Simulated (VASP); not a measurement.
Here is a VASP 6.6.1 calculation.

Contents of POSCAR:

```
Cu
1.0
    0.0000000000      1.7135386566      1.7135386566
    1.7135386566      0.0000000000      1.7135386566
    1.7135386566      1.7135386566      0.0000000000
Cu
1
Direct
    0.0000000000      0.0000000000      0.0000000000
```

Contents of INCAR.step1:

```
SYSTEM = Cu
  PREC = Accurate
  ENCUT = 520
  ISMEAR = -1
  SIGMA = 0.1
  LREAL = .False.
  LASPH = .True.
  NELM = 80
  NBANDS = 12
  GGA = PE
  ALGO = Normal
  EDIFF = 1E-4
  LWAVE = .True.
  LCHARG = .False.
```

File INCAR.step2:

```
SYSTEM = Cu
  PREC = Accurate
  ENCUT = 520
  EDIFF = 1E-6
  ISMEAR = -1
  SIGMA = 0.1
  LREAL = .False.
  LASPH = .True.
  NELM = 80
  ALGO = Normal
  ISIF = 2
  LWAVE = .False.
  LCHARG = .True.
  METAGGA = R2SCAN
  LMIXTAU = .True.
  LELF = .True.
  LVHAR = .True.
  NBANDS = 12
  ISTART = 1
```

KPOINTS

```
regular mesh
0
Gamma
  25 25 25
  0 0 0
```

Potentials or basis: VASP PAW PBE potentials, release 64 (Cu).

The run is started by

```sh
$ cat potpaw_PBE.64/Cu/POTCAR > POTCAR
$ cp INCAR.step1 INCAR
$ mpirun -np 1 vasp_std > vasp.out
$ cp INCAR.step2 INCAR
$ mpirun -np 1 vasp_std > vasp.out
```

(1) Predict the band gap on the k mesh.

(2) What does it give for the pressure?

Answers

(1) zero (an odd number of electrons rules out a gap without spin polarisation).

(2) 29.6 GPa.

Caveat: the cell stands under pressure; the PAW data sets were made with another functional, which shifts forces and pressure a little.
